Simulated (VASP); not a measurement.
# CO2 (P4_2/nmc) in VASP: relaxation of cell and atoms with PBE

Aim: the relaxation of cell and atoms of CO2 with PBE.

Everything below comes from runs of VASP 6.6.1. Logs are shortened: lines on timing, memory, paths and dates and some standing lists are left out, and cuts for length are marked.

## 1. The cell of the first run

The structure is tetragonal, space group P4_2/nmc (No. 137). Conventional cell: a = 3.733 Å, b = 3.733 Å, c = 5.374 Å, α = 90.00°, β = 90.00°, γ = 90.00°. Within 2.9 Å of C (site symmetry -4m2) lie 8 O at 2.16 to 2.46 Å. Within 2.9 Å of O (site symmetry 2mm) lie 4 C at 2.16 to 2.46 Å and 6 O at 2.69 Å.

## 2. Relaxation of cell and atoms, PBE, collinear spin, ferrimagnetic start

INCAR reads:

```
PREC     = Accurate       # precision mode
ENCUT    = 600            # plane-wave cutoff, eV
EDIFF    = 1E-7           # SCF threshold, eV
ISMEAR   = 0              # smearing method
SIGMA    = 0.1            # smearing width, eV
LREAL    = False          # projectors in reciprocal space
LASPH    = True           # aspherical terms in the spheres
NELM     = 150            # most SCF steps
ALGO     = Normal         # electronic algorithm
ISIF     = 3              # what is computed and relaxed
LWAVE    = False          # write WAVECAR
LCHARG   = False          # write CHGCAR
ISPIN    = 2              # spin polarisation
MAGMOM   = -0.26 -0.26 1.21 1.21 1.21 1.21 # initial moments
LORBIT   = 11             # projections on sites
GGA      = PE             # functional
IBRION   = 2              # ionic algorithm
NSW      = 90             # ionic steps
EDIFFG   = -0.04          # ionic threshold
```

KPOINTS reads:

```
regular mesh
0
Gamma
  6 6 4
```

POSCAR reads:

```
CO2
1.0
    3.7327807581      0.0000000000      0.0000000000
    0.0000000000      3.7327807581      0.0000000000
    0.0000000000      0.0000000000      5.3737676885
C O
2 4
Direct
    0.0000000000      0.0000000000      0.0000000000
    0.5000000000      0.5000000000      0.5000000000
    0.0000000000      0.5000000000      0.2030000000
    0.0000000000      0.5000000000      0.7030000000
    0.5000000000      0.0000000000      0.2970000000
    0.5000000000      0.0000000000      0.7970000000
```

Potentials or basis: VASP PAW PBE potentials, release 64 (C, O).

Started as:

```bash
$ cat potpaw_PBE.64/C/POTCAR potpaw_PBE.64/O/POTCAR > POTCAR
$ mpirun -np 1 vasp_std > vasp.out
```

OUTCAR:

```text
PREC = Accurate
   ENCUT = 600
   EDIFF = 1E-7
   ISMEAR = 0
   LREAL = False
   LASPH = True
   NELM = 150
   ISIF = 3
   ISPIN = 2
   LORBIT = 11
   GGA = PE
   IBRION = 2
   NSW = 90
   EDIFFG = -0.04

 ion  position               nearest neighbor table
   1  0.000  0.000  0.000-
   2  0.500  0.500  0.500-
   3  0.000  0.500  0.203-
   4  0.000  0.500  0.703-
   5  0.500  0.000  0.297-
   6  0.500  0.000  0.797-

  LATTYP: Found a simple tetragonal cell.
 ALAT       =     3.7327807581
 C/A-ratio  =     1.4396151386

  Lattice vectors:

 A1 = (   3.7327807581,   0.0000000000,   0.0000000000)
 A2 = (   0.0000000000,   3.7327807581,   0.0000000000)
 A3 = (   0.0000000000,   0.0000000000,   5.3737676885)

Analysis of symmetry for initial positions (statically):
=====================================================================
 Subroutine PRICEL returns:
 Original cell was already a primitive cell.

 Routine SETGRP: Setting up the symmetry group for a
 simple tetragonal supercell.

 Subroutine GETGRP returns: Found 16 space group operations
 (whereof  8 operations were pure point group operations)
 out of a pool of 16 trial point group operations.

The static configuration has the point symmetry D_2d.
 The point group associated with its full space group is D_4h.

Analysis of symmetry for dynamics (positions and initial velocities):
=====================================================================
 Subroutine PRICEL returns:
 Original cell was already a primitive cell.

 Routine SETGRP: Setting up the symmetry group for a
 simple tetragonal supercell.

 Subroutine GETGRP returns: Found 16 space group operations
 (whereof  8 operations were pure point group operations)
 out of a pool of 16 trial point group operations.

The dynamic configuration has the point symmetry D_2d.
 The point group associated with its full space group is D_4h.

Analysis of structural, dynamic, and magnetic symmetry:
=====================================================================
 Subroutine PRICEL returns:
 Original cell was already a primitive cell.

 Routine SETGRP: Setting up the symmetry group for a
 simple tetragonal supercell.

 Subroutine GETGRP returns: Found 16 space group operations
 (whereof  8 operations were pure point group operations)
 out of a pool of 16 trial point group operations.

The overall configuration has the point symmetry D_2d.
 The point group associated with its full space group is D_4h.
[... 105 lines left out ...]
   ENCUT  =  600.0 eV  44.10 Ry    6.64 a.u.   7.46  7.46 10.73*2*pi/ulx,y,z
   NELM   =    150;   NELMIN=  2; NELMDL= -5     # of ELM steps
   EDIFF  = 0.1E-06   stopping-criterion for ELM
   LREAL  =      F    real-space projection
   EDIFFG = -.4E-01   stopping-criterion for IOM
   NSW    =     90    number of steps for IOM
   IBRION =      2    ionic relax: 0-MD 1-quasi-New 2-CG
   NFREE  =      1    steps in history (QN), initial steepest desc. (CG)
   ISIF   =      3    stress and relaxation
   ISYM   =      2    0-nonsym 1-usesym 2-fastsym
   POTIM  = 0.5000    time-step for ionic-motion
   TEBEG  =    0.0;   TEEND  =   0.0 temperature during run
   PSTRESS=    0.0 pullay stress
   NELECT =      32.0000    total number of electrons
   NUPDOWN=      -1.0000    fix difference up-down
   EMIN   =  10.00;   EMAX   =-10.00  energy-range for DOS
   EFERMI =   0.00;   METHOD = LEGACY
   ISMEAR =     0;   SIGMA  =   0.10  broadening in eV -4-tet -1-fermi 0-gaus
   EFERMI_NEDOS =   21; number of points for ismear=-14 and -15
   IALGO  =     38    algorithm
   IMIX   =      4    mixing-type and parameters
     AMIX     =   0.40;   BMIX     =  1.00
     AMIX_MAG =   1.60;   BMIX_MAG =  1.00
  volume/ion in A,a.u.               =      12.48        84.21
  Fermi-wavevector in a.u.,A,eV,Ry     =   1.233134  2.330285 20.689277  1.520619
  Thomas-Fermi vector in A             =   2.367876
   LORBIT       =     11    0 simple, 1 ext, 2 COOP (PROOUT), +10 PAW based schemes
   GGA     = PE    functional components
   LHFCALC =     F    Hartree Fock is set to
   AEXX    =    0.0000 exact exchange contribution
   IVDW    =     0    specifies the selected vdW correction
   LEPSILON=     F    determine dielectric tensor
   LRPA    =     F    only Hartree local field effects (RPA)
 conjugate gradient relaxation of ions
 spin polarized calculation
 Gauss-broadening in eV      SIGMA  =   0.10
  energy-cutoff  :      600.00
  volume of cell :       74.88
 maximum number of plane-waves:      2526
 NGX is ok and might be reduce to    30
   NGX = 15   NGY = 15   NGZ = 21

--------------------------------------- Ionic step        1  -------------------------------------------

 number of electron      31.9999993 magnetization       3.9999943

 Free energy of the ion-electron system (eV)
  ---------------------------------------------------
  ext. energy  EPLUGINS =         0.00000000
  ---------------------------------------------------
  free energy    TOTEN  =       -22.48995985 eV

  energy without entropy =      -22.46430821  energy(sigma->0) =      -22.47713403

 E-fermi :  -0.5502     XC(G=0):  -9.5090

 val. band max:       -0.5523524825   @ k =   0.1667   0.1667   0.0000
 cond. band min:      -0.5286911197   @ k =   0.3333   0.3333   0.5000
 fundamental gap:      0.0236613627
 Fermi energy:        -0.5501731687
[... 3754 lines left out ...]
     21      18.8137      0.00000
     22      18.8137      0.00000

 [... further k-points ...]

[... ionic steps 4 to 18 ...]

--------------------------------------- Ionic step       19  -------------------------------------------

 number of electron      31.9999988 magnetization      -0.0000000

 number of electron      31.9999988 magnetization       0.0000000
[... 81 lines left out ...]
 number of electron      31.9999985 magnetization      -0.0000000

 number of electron      31.9999985 magnetization       0.0000000

 Free energy of the ion-electron system (eV)
  ---------------------------------------------------
  ext. energy  EPLUGINS =         0.00000000
  ---------------------------------------------------
  free energy    TOTEN  =       -41.41934233 eV

  energy without entropy =      -41.41934233  energy(sigma->0) =      -41.41934233

 E-fermi :   4.9928     XC(G=0): -11.9319

 val. band max:        4.5248736387   @ k =   0.5000   0.0000   0.5000
 cond. band min:       8.2829730154   @ k =   0.0000   0.0000   0.0000
 fundamental gap:      3.7580993766
 Fermi energy:         4.9928274986
[... 1239 lines left out ...]
  FREE ENERGIE OF THE ION-ELECTRON SYSTEM (eV)
  ---------------------------------------------------
  free  energy   TOTEN  =       -41.4193423276 eV

  energy  without entropy=      -41.4193423276  energy(sigma->0) =      -41.41934233

 reached required accuracy - stopping structural energy minimisation

 total charge

# of ion       s       p       d       tot
------------------------------------------
    1        0.788   1.529   0.000   2.317
    2        0.788   1.529   0.000   2.317
    3        1.580   3.584   0.000   5.164
    4        1.580   3.584   0.000   5.164
    5        1.580   3.584   0.000   5.164
    6        1.580   3.584   0.000   5.164
--------------------------------------------------
tot          7.895  17.393   0.000  25.288

 magnetization (x)

# of ion       s       p       d       tot
------------------------------------------
    1        0.000   0.000   0.000   0.000
    2        0.000   0.000   0.000   0.000
    3        0.000  -0.000   0.000  -0.000
    4        0.000  -0.000   0.000  -0.000
    5        0.000  -0.000   0.000  -0.000
    6        0.000  -0.000   0.000  -0.000
--------------------------------------------------
tot          0.000  -0.000   0.000  -0.000
```

OSZICAR:

```text
N       E                     dE             d eps       ncg     rms          rms(c)
DAV:   1     0.161655640736E+03    0.16166E+03   -0.18199E+04  2640   0.149E+03
DAV:   2    -0.117389115869E+02   -0.17339E+03   -0.15947E+03  3328   0.278E+02
DAV:   3    -0.239501170918E+02   -0.12211E+02   -0.11826E+02  3046   0.713E+01
[... 248 lines left out ...]
DAV:   1    -0.414193507225E+02   -0.62260E-03   -0.11954E-01  2640   0.277E+00    0.111E-01
DAV:   2    -0.414193802026E+02   -0.29480E-04   -0.22859E-03  3252   0.360E-01    0.558E-02
DAV:   3    -0.414193506025E+02    0.29600E-04   -0.41947E-05  3204   0.546E-02    0.283E-02
DAV:   4    -0.414193423204E+02    0.82821E-05   -0.18748E-05  3224   0.352E-02    0.386E-03
DAV:   5    -0.414193423317E+02   -0.11323E-07   -0.10098E-06  3132   0.797E-03    0.195E-03
DAV:   6    -0.414193423276E+02    0.41005E-08   -0.77481E-08  1752   0.242E-03
  21 F= -.41419342E+02 E0= -.41419342E+02  d E =-.614121E-03  mag=     0.0000
```

CONTCAR:

```text
CO2
   1.00000000000000
     2.3524338637924003   -0.0000000000000000   -0.0000000000000000
     0.0000000000000000    2.3524338637924003    0.0000000000000000
    -0.0000000000000000    0.0000000000000000    7.5320880866736815
  C               O
     2     4
Direct
     0.0000000000000000    1.0000000000000000    0.0000000000000000
     0.5000000000000000    0.5000000000000000    0.5000000000000000
     0.0000000000000000    0.5000000000000000    0.1077817413763945
     0.0000000000000000    0.5000000000000000    0.6077817413763945
     0.5000000000000000    0.0000000000000000    0.3922182586236055
     0.5000000000000000    0.0000000000000000    0.8922182586236055

  0.00000000E+00  0.00000000E+00  0.00000000E+00
  0.00000000E+00  0.00000000E+00  0.00000000E+00
  0.00000000E+00  0.00000000E+00  0.00000000E+00
  0.00000000E+00  0.00000000E+00  0.00000000E+00
  0.00000000E+00  0.00000000E+00  0.00000000E+00
  0.00000000E+00  0.00000000E+00  0.00000000E+00
```

Wall time 49 min (1 thread of Intel Xeon 8259CL, shared host); peak memory 0.28 GiB.

What came out:

```
Free energy                                           : -41.4193 eV
Relaxed volume                                        : 6.95 Å³/atom
Relaxed cell                                          : a = 2.352 Å, b = 2.352 Å, c = 7.532 Å, α = 90.00°, β = 90.00°, γ = 90.00°
Space group after relaxing (to 0.1 Å)                 : P4_2/nmc (No. 137)
Pressure after relaxing                               : -0.5 GPa
Largest force after relaxing                          : 0.026 eV/Å
Band gap on the k mesh                                : 3.76 eV (least direct gap 3.97 eV)
Net moment                                            : 0.00 μB per cell
Valence electrons inside the program's atomic spheres : C 2.32; O 5.16
```

Forces in eV/Å, atoms in the order of the input:
```
C    0.000  0.000  0.000
C    0.000  0.000  0.000
O    0.000  0.000 -0.026
O    0.000  0.000 -0.026
O    0.000  0.000  0.026
O    0.000  0.000  0.026
```

Final structure:
```
C O
1.0
     2.35243    0.00000    0.00000
     0.00000    2.35243    0.00000
     0.00000    0.00000    7.53209
C O
2 4
Direct
  0.00000 0.00000 0.00000
  0.50000 0.50000 0.50000
  0.00000 0.50000 0.10778
  0.00000 0.50000 0.60778
  0.50000 0.00000 0.39222
  0.50000 0.00000 0.89222
```

Caveat: the volume moved by over 15 % at a fixed basis, so the end points are rough. A k mesh can miss the band edges.
